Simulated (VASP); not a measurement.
# SnO2 (P1) in VASP: single point with LDA

Aim: the single point of SnO2 with LDA.

All numbers are computed with VASP 6.6.1; they aren't measurements. Logs are shortened: lines on timing, memory, paths and dates and some standing lists are left out, and cuts for length are marked.

### 1 The cell of the first run

The typed cell holds 3 atoms: a = 4.482 Å, b = 4.482 Å, c = 4.482 Å, α = 41.94°, β = 41.94°, γ = 41.94°.

### 2 Single point, LDA (all Sn atoms moved +0.050 Å, as atom 1 along Cartesian [1 1 1])

Input file INCAR:

```
SYSTEM = SnO2
PREC     = Accurate       ! precision mode
ENCUT    = 520            ! plane-wave cutoff, eV
EDIFF    = 1E-7           ! SCF threshold, eV
ISMEAR   = 0              ! smearing method
SIGMA    = 0.05           ! smearing width, eV
LREAL    = .FALSE.        ! projectors in reciprocal space
LASPH    = .TRUE.         ! aspherical terms in the spheres
NELM     = 100            ! most SCF steps
ALGO     = Normal         ! electronic algorithm
ISIF     = 2              ! what is computed and relaxed
LWAVE    = .FALSE.        ! write WAVECAR
LCHARG   = .FALSE.        ! write CHGCAR
GGA      = CA             ! functional
NBANDS   = 20             ! bands
```

Input file KPOINTS:

```
regular mesh
0
G
  12 12 12
  0 0 0
```

Input file POSCAR:

```
SnO2
1.0
    1.6039156916      0.9260211563      4.0813809037
   -1.6039156916      0.9260211563      4.0813809037
    0.0000000000     -1.8520423126      4.0813809037
Sn O
1 2
Direct
    0.5165523515      0.4985542026      0.4919664229
    0.2451905456      0.2451905456      0.2451905456
    0.7548094544      0.7548094544      0.7548094544
```

Potentials or basis: VASP PAW LDA potentials, release 64 (Sn_d, O).

On the command line:

```bash
cat potpaw_LDA.64/Sn_d/POTCAR potpaw_LDA.64/O/POTCAR > POTCAR
mpirun -np 1 vasp_std > vasp.out
```

OUTCAR:

```text
SYSTEM = SnO2
   PREC = Accurate
   ENCUT = 520
   EDIFF = 1E-7
   ISMEAR = 0
   LREAL = .FALSE.
   LASPH = .TRUE.
   NELM = 100
   ISIF = 2
   GGA = CA

 ion  position               nearest neighbor table
   1  0.517  0.499  0.492-   2 2.04   3 2.07   2 2.08   3 2.09   2 2.10   3 2.14
   2  0.245  0.245  0.245-   1 2.04   1 2.08   1 2.10
   3  0.755  0.755  0.755-   1 2.07   1 2.09   1 2.14

  LATTYP: Found a trigonal (rhomboedric) cell.
 ALAT       =     4.4819338247
 COS(alpha) =     0.7438689745

  Lattice vectors:

 A1 = (   1.6039156916,   0.9260211563,   4.0813809037)
 A2 = (  -1.6039156916,   0.9260211563,   4.0813809037)
 A3 = (   0.0000000000,  -1.8520423126,   4.0813809037)

Analysis of symmetry for initial positions (statically):
=====================================================================
 Subroutine PRICEL returns:
 Original cell was already a primitive cell.

 Routine SETGRP: Setting up the symmetry group for a
 trigonal (rhombohedral) supercell.

 Subroutine GETGRP returns: Found  1 space group operations
 (whereof  1 operations were pure point group operations)
 out of a pool of 12 trial point group operations.

The static configuration has the point symmetry C_1 .

Analysis of symmetry for dynamics (positions and initial velocities):
=====================================================================
 Subroutine PRICEL returns:
 Original cell was already a primitive cell.

 Routine SETGRP: Setting up the symmetry group for a
 trigonal (rhombohedral) supercell.

 Subroutine GETGRP returns: Found  1 space group operations
 (whereof  1 operations were pure point group operations)
 out of a pool of 12 trial point group operations.

The dynamic configuration has the point symmetry C_1 .

 Subroutine INISYM returns: Found  1 space group operations
 (whereof  1 operations are pure point group operations),
 and found     1 'primitive' translations

----------------------------------------------------------------------------------------

                                     Primitive cell

  volume of cell :      36.3715

  direct lattice vectors                    reciprocal lattice vectors
     1.603915692  0.926021156  4.081380904     0.311737084  0.179981489  0.081671704
    -1.603915692  0.926021156  4.081380904    -0.311737084  0.179981489  0.081671704
     0.000000000 -1.852042313  4.081380904     0.000000000 -0.359962978  0.081671704

  length of vectors
     4.481933825  4.481933825  4.481933825     0.369111925  0.369111925  0.369111925

  position of ions in fractional coordinates (direct lattice)
     0.516552352  0.498554203  0.491966423
     0.245190546  0.245190546  0.245190546
     0.754809454  0.754809454  0.754809454

  ion indices of the primitive-cell ions
   primitive index   ion index
                 1           1
                 2           2
                 3           3

----------------------------------------------------------------------------------------

 KPOINTS: regular mesh

Automatic generation of k-mesh.
 Grid dimensions read from file:
 generate k-points for:   12   12   12

 Generating k-lattice:

  Cartesian coordinates                     Fractional coordinates (reciprocal lattice)
     0.025978090  0.014998457  0.006805975     0.083333333  0.000000000  0.000000000
    -0.025978090  0.014998457  0.006805975     0.000000000  0.083333333  0.000000000
     0.000000000 -0.029996915  0.006805975     0.000000000  0.000000000  0.083333333

  Length of vectors
     0.030759327  0.030759327  0.030759327

  Shift w.r.t. Gamma in fractional coordinates (k-lattice)
     0.000000000  0.000000000  0.000000000

 Subroutine IBZKPT returns following result:
 ===========================================

 Found    868 irreducible k-points:

 Following reciprocal coordinates:
            Coordinates               Weight
  0.000000  0.000000  0.000000      1.000000
  0.083333  0.000000  0.000000      2.000000
  0.000000  0.083333  0.000000      2.000000
  0.000000  0.000000  0.083333      2.000000
  0.166667 -0.000000 -0.000000      2.000000
 -0.000000  0.166667 -0.000000      2.000000
[... 16 lines left out ...]
  0.166667  0.083333 -0.000000      2.000000
 -0.166667  0.000000 -0.083333      2.000000
 [... further k-points ...]
   k-points           NKPTS =    868   k-points in BZ     NKDIM =    868   number of bands    NBANDS=     20
   number of dos      NEDOS =    301   number of ions     NIONS =      3
   total plane-waves  NPLWV =  46656
   dimension x,y,z NGX =    36 NGY =   36 NGZ =   36
   dimension x,y,z NGXF=    72 NGYF=   72 NGZF=   72
   ions per type =               1   2
   NGX,Y,Z   is equivalent  to a cutoff of  13.35, 13.35, 13.35 a.u.
   NGXF,Y,Z  is equivalent  to a cutoff of  26.71, 26.71, 26.71 a.u.
 SYSTEM =  SnO2
   PREC   = accura    normal or accurate (medium, high low for compatibility)
   ISTART =      0    job   : 0-new  1-cont  2-samecut
   ICHARG =      2    charge: 1-file 2-atom 10-const
   ISPIN  =      1    spin polarized calculation?
   LNONCOLLINEAR =      F non collinear calculations
   LSORBIT =      F    spin-orbit coupling
   LASPH  =      T    aspherical Exc in radial PAW
   ENCUT  =  520.0 eV  38.22 Ry    6.18 a.u.   8.33  8.33  8.33*2*pi/ulx,y,z
   NELM   =    100;   NELMIN=  2; NELMDL= -5     # of ELM steps
   EDIFF  = 0.1E-06   stopping-criterion for ELM
   LREAL  =      F    real-space projection
   EDIFFG = 0.1E-05   stopping-criterion for IOM
   NSW    =      0    number of steps for IOM
   IBRION =     -1    ionic relax: 0-MD 1-quasi-New 2-CG
   NFREE  =      0    steps in history (QN), initial steepest desc. (CG)
   ISIF   =      2    stress and relaxation
   ISYM   =      2    0-nonsym 1-usesym 2-fastsym
   POTIM  = 0.5000    time-step for ionic-motion
   TEBEG  =    0.0;   TEEND  =   0.0 temperature during run
   PSTRESS=    0.0 pullay stress
   NELECT =      26.0000    total number of electrons
   NUPDOWN=      -1.0000    fix difference up-down
   EMIN   =  10.00;   EMAX   =-10.00  energy-range for DOS
   EFERMI =   0.00;   METHOD = LEGACY
   ISMEAR =     0;   SIGMA  =   0.05  broadening in eV -4-tet -1-fermi 0-gaus
   EFERMI_NEDOS =   21; number of points for ismear=-14 and -15
   IALGO  =     38    algorithm
   IMIX   =      4    mixing-type and parameters
     AMIX     =   0.40;   BMIX     =  1.00
     AMIX_MAG =   1.60;   BMIX_MAG =  1.00
  volume/ion in A,a.u.               =      12.12        81.82
  Fermi-wavevector in a.u.,A,eV,Ry     =   1.463791  2.766163 29.152978  2.142683
  Thomas-Fermi vector in A             =   2.579844
   LORBIT       =      0    0 simple, 1 ext, 2 COOP (PROOUT), +10 PAW based schemes
   GGA     = CA    functional components
   LHFCALC =     F    Hartree Fock is set to
   AEXX    =    0.0000 exact exchange contribution
   IVDW    =     0    specifies the selected vdW correction
   LEPSILON=     F    determine dielectric tensor
   LRPA    =     F    only Hartree local field effects (RPA)
 non-spin polarized calculation
 Gauss-broadening in eV      SIGMA  =   0.05
  energy-cutoff  :      520.00
  volume of cell :       36.37
 maximum number of plane-waves:       996
 NGX is ok and might be reduce to    36
   NGX = 17   NGY = 17   NGZ = 17

 number of electron      25.9999994 magnetization

 Free energy of the ion-electron system (eV)
  ---------------------------------------------------
  ext. energy  EPLUGINS =         0.00000000
  ---------------------------------------------------
  free energy    TOTEN  =       -20.54007590 eV

  energy without entropy =      -20.54007590  energy(sigma->0) =      -20.54007590

 E-fermi :   5.7032     XC(G=0): -11.6866

 val. band max:        5.5071576894   @ k =   0.0000   0.0000   0.0000
 cond. band min:       7.0652972594   @ k =   0.0000   0.0000   0.0000
 fundamental gap:      1.5581395700
 Fermi energy:         5.7031933841

 k-point     1 :       0.0000    0.0000    0.0000
  band No.  band energies     occupation
      1     -14.7816      2.00000
      2     -14.4787      2.00000
      3     -14.4672      2.00000
      4     -14.2209      2.00000
      5     -14.2200      2.00000
      6     -12.9631      2.00000
[... 12 lines left out ...]
     19      22.1930      0.00000
     20      22.2262      0.00000

 k-point     2 :       0.0833    0.0000    0.0000
  band No.  band energies     occupation
      1     -14.7444      2.00000
      2     -14.5384      2.00000
      3     -14.4505      2.00000
      4     -14.2358      2.00000
      5     -14.2206      2.00000
      6     -12.9144      2.00000
[... 12 lines left out ...]
     19      21.0575      0.00000
     20      22.2386      0.00000

 k-point     3 :       0.0000    0.0833    0.0000
  band No.  band energies     occupation
      1     -14.7453      2.00000
      2     -14.5329      2.00000
      3     -14.4549      2.00000
      4     -14.2356      2.00000
      5     -14.2211      2.00000
      6     -12.9142      2.00000
[... 12 lines left out ...]
     19      21.0658      0.00000
     20      22.2288      0.00000

 k-point     4 :       0.0000    0.0000    0.0833
  band No.  band energies     occupation
      1     -14.7454      2.00000
      2     -14.5335      2.00000
      3     -14.4542      2.00000
      4     -14.2362      2.00000
      5     -14.2205      2.00000
      6     -12.9144      2.00000
[... 12 lines left out ...]
     19      21.0641      0.00000
     20      22.2335      0.00000

 k-point     5 :       0.1667   -0.0000   -0.0000
  band No.  band energies     occupation
      1     -14.7687      2.00000
      2     -14.5799      2.00000
      3     -14.4088      2.00000
      4     -14.2639      2.00000
      5     -14.2172      2.00000
      6     -12.7535      2.00000
[... 12 lines left out ...]
     19      20.0408      0.00000
     20      22.3276      0.00000
[... 353 lines left out ...]
      6     -12.9074      2.00000
[... 12 lines left out ...]
     19      20.9979      0.00000
     20      22.2680      0.00000

 k-point    22 :      -0.0000    0.0833    0.0833
  band No.  band energies     occupation
      1     -14.7443      2.00000
      2     -14.5383      2.00000
      3     -14.4504      2.00000
      4     -14.2360      2.00000
      5     -14.2203      2.00000
      6     -12.9076      2.00000
[... 12 lines left out ...]
     19      20.9891      0.00000
     20      22.2777      0.00000

 k-point    23 :       0.1667    0.0833   -0.0000
  band No.  band energies     occupation
      1     -14.7041      2.00000
      2     -14.6315      2.00000
      3     -14.4143      2.00000
      4     -14.2566      2.00000
      5     -14.2194      2.00000
      6     -12.7942      2.00000
[... 12 lines left out ...]
     19      20.0990      0.00000
     20      22.1712      0.00000

 k-point    24 :      -0.1667    0.0000   -0.0833
  band No.  band energies     occupation
      1     -14.7046      2.00000
      2     -14.6301      2.00000
      3     -14.4152      2.00000
      4     -14.2560      2.00000
      5     -14.2200      2.00000
      6     -12.7936      2.00000
[... 12 lines left out ...]
     19      20.0966      0.00000
     20      22.1719      0.00000

 [... further k-points ...]

------------------------ aborting loop because EDIFF is reached ----------------------------------------

  FORCE on cell =-STRESS in cart. coord.  units (eV):
  Direction    XX          YY          ZZ          XY          YZ          ZX
  --------------------------------------------------------------------------------------
  -------------------------------------------------------------------------------------
  Total        0.4330867      0.3357475      0.0867825      0.0751592      0.0332823      0.0856991
  in kB       19.0776387     14.7898086      3.8228025      3.3107899      1.4661003      3.7750772
  external PRESSURE =      12.5634166 kB  Pullay stress =       0.0000000 kB

 VOLUME and BASIS-vectors are now :
 -----------------------------------------------------------------------------
  energy-cutoff  :      520.00
  volume of cell :       36.37
      direct lattice vectors                 reciprocal lattice vectors
     1.603915692  0.926021156  4.081380904     0.311737084  0.179981489  0.081671704
    -1.603915692  0.926021156  4.081380904    -0.311737084  0.179981489  0.081671704
     0.000000000 -1.852042313  4.081380904     0.000000000 -0.359962978  0.081671704

 POSITION                                       TOTAL-FORCE (eV/Angst)
 -----------------------------------------------------------------------------------
      0.02887      0.02887      6.15094        -0.480921     -0.476008     -0.456143
      0.00000      0.00000      3.00215         0.291334      0.261236      0.314740
      0.00000      0.00000      9.24199         0.189587      0.214772      0.141403
 -----------------------------------------------------------------------------------
    total drift:                                0.000044     -0.000017     -0.000124

  FREE ENERGIE OF THE ION-ELECTRON SYSTEM (eV)
  ---------------------------------------------------
  free  energy   TOTEN  =       -20.5400758989 eV

  energy  without entropy=      -20.5400758989  energy(sigma->0) =      -20.54007590
```

Wall time 17 min (1 thread of Intel Xeon Platinum 8259CL at 2.50GHz (Skylake/Cascade Lake), shared host); peak memory 0.63 GiB.

What came out:

```
Free energy            : -20.5401 eV
Pressure               : 1.3 GPa
Largest force          : 0.816 eV/Å
Band gap on the k mesh : 1.56 eV, direct
```

Forces in eV/Å, atoms in the order of the input:
```
Sn  -0.481 -0.476 -0.456
O    0.291  0.261  0.315
O    0.190  0.215  0.141
```

Caveat: the cell differs from its parent crystal (all Sn atoms moved +0.050 Å, as atom 1 along Cartesian [1 1 1]); spin-orbit coupling is left out, which moves the levels of the heavy elements. A k mesh can miss the band edges.
